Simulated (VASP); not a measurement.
Write the native input for VASP 6.6.1 that does the following.

```
Task                   : single point
Functional             : PBE
Dispersion             : D3(BJ)
Potentials or basis    : VASP PAW PBE potentials, release 64 (S, W_sv)
Cutoff                 : 400 eV
k mesh                 : 9 × 9 × 1
Occupations            : gaussian, width 0.05 eV
Spin                   : no spin polarisation
Dipole correction      : yes
Further INCAR settings : ALGO = Normal; EDIFF = 1e-06; NBANDS = 20; NELMDL = -8
```

The structure of WS2 lies in POSCAR:

```
WS2
1.0
    3.1595456682      0.0000000000      0.0000000000
   -1.5797728341      2.7362468131      0.0000000000
    0.0000000000      0.0000000000     18.6521287165
S W
2 1
Direct
    0.3333333333      0.6666666667      0.2144527341
    0.3333333333      0.6666666667      0.3834483895
    0.6666666667      0.3333333333      0.2989505578
```

The input as run:

INCAR

```
SYSTEM = WS2
PREC     = Accurate       ! precision mode
ENCUT    = 400            ! plane-wave cutoff, eV
EDIFF    = 1E-6           ! SCF threshold, eV
ISMEAR   = 0              ! smearing method
SIGMA    = 0.05           ! smearing width, eV
LREAL    = .False.        ! projectors in reciprocal space
LASPH    = .True.         ! aspherical terms in the spheres
NELM     = 120            ! most SCF steps
ALGO     = Normal         ! electronic algorithm
ISIF     = 2              ! what is computed and relaxed
LWAVE    = .False.        ! write WAVECAR
LCHARG   = .False.        ! write CHGCAR
LDIPOL   = .True.       
IDIPOL   = 3            
DIPOL    = 0.5 0.5 0.299
GGA      = PE             ! functional
IVDW     = 12             ! dispersion correction
NBANDS   = 20             ! bands
GGA_COMPAT= .False.      
NELMDL   = -8
```

KPOINTS

```
regular mesh
0
Gamma
  9 9 1
  0 0 0
```

Potentials or basis: VASP PAW PBE potentials, release 64 (S, W_sv).

Command:

```bash
$ cat potpaw_PBE.64/S/POTCAR potpaw_PBE.64/W_sv/POTCAR > POTCAR
$ mpirun -np 1 vasp_std > vasp.out
```

Results of the run:

```
Largest force              : 0.004 eV/Å
Band gap on the k mesh     : 1.92 eV, direct
Dispersion energy per atom : -0.310 eV
```

Caveat: spin-orbit coupling is left out, which moves the levels of the heavy elements.

Wall time 30 s on 1 thread of Intel(R) Xeon(R) 6975P-C (Granite Rapids), with other jobs on the host, peak memory 0.24 GiB.
